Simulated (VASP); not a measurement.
## CdTe: single point with PBE

The system is CdTe.

```
Cd Te
1.0
     0.00000    3.49287    2.96894
     3.49287    0.00000    2.96894
     3.49287    3.49287    0.00000
Cd Te
1 1
Direct
  0.00000 0.00000 0.00000
  0.75000 0.75000 0.75000
```

This cell differs from its parent crystal: ratio of the length along z to the lengths across it x 0.85, volume and fractional coordinates fixed.

```json
{"Program": "VASP 6.6.1", "Task": "single point", "Functional": "PBE", "Potentials or basis": "VASP PAW PBE potentials, release 64 (Cd, Te)", "Cutoff": "520 eV", "k mesh": "10 × 10 × 10", "Occupations": "gaussian, width 0.05 eV", "Spin": "no spin polarisation"}
```

| Item | Value |
| --- | --- |
| Pressure | -0.2 GPa |
| Band gap on the k mesh | 0.27 eV |

Stress tensor (GPa, compression positive):
```
-0.90  0.00  0.00
 0.00 -0.90  0.00
 0.00  0.00  1.07
```

Levels at points of the mesh, in eV from the valence-band top:
```csv
k point,band 6,band 7,band 8,band 9,band 10,band 11,band 12,band 13
"(0.00, 0.00, 0.00)",-8.09,-0.37,-0.37,0.00,0.27,4.51,4.57,4.57
"(0.50, 0.00, 0.00)",-7.80,-4.24,-1.21,-0.60,1.38,4.59,5.60,6.90
"(0.50, 0.50, 0.00)",-7.54,-3.69,-2.25,-2.25,1.68,2.26,8.56,8.56
"(0.50, 0.00, 0.50)",-7.77,-4.41,-1.69,-1.49,2.72,2.88,7.71,7.73
```

Wall time 2.7 min on 1 thread of Intel Xeon 8259CL, on a shared host, peak memory 0.3 GiB.

Caveat: semilocal functionals underestimate gaps, and a narrow one can read as zero; spin-orbit coupling is left out, which moves the levels of the heavy elements.
